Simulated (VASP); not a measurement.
## CaO (kpat): single point with PBE

The system is CaO (kpat).

```
CELL_PARAMETERS angstrom
0.00000 2.35373 2.35373
2.35373 0.00000 2.35373
2.35373 2.35373 0.00000
ATOMIC_POSITIONS crystal
Ca 0.00000 0.00000 0.00000
O 0.50000 0.50000 0.50000
```

This cell differs from its parent crystal: strained cell.

```
Program                : VASP 6.6.1
Task                   : single point
Functional             : PBE
Potentials or basis    : VASP PAW PBE potentials, release 64 (Ca_sv, O)
Cutoff                 : 520 eV
k mesh                 : 8 × 8 × 8
Occupations            : gaussian, width 0.02 eV
Spin                   : no spin polarisation
Dipole correction      : no
Further INCAR settings : ALGO = Normal; EDIFF = 1e-07; NBANDS = 15
```

The pressure is 10.5 GPa and the band gap on the k mesh is 3.61 eV, indirect (least direct gap 3.97 eV).

Levels at points of the mesh, in eV from the valence-band top:
```
           k point  band 6  band 7  band 8  band 9  band 10  band 11
(0.00, 0.00, 0.00)    0.00    0.00    0.00    5.24     6.37     6.37
(0.50, 0.00, 0.00)   -2.79   -1.33   -1.33    7.34     8.70     8.70
(0.50, 0.50, 0.00)   -1.26   -0.36   -0.36    3.61     8.52     9.25
```

Wall time 7.7 s on 1 thread of Intel(R) Xeon(R) 6975P-C (Granite Rapids), with other jobs on the host, peak memory 0.16 GiB.

Caveat: the cell differs from its parent crystal (strained cell). A k mesh can miss the band edges.
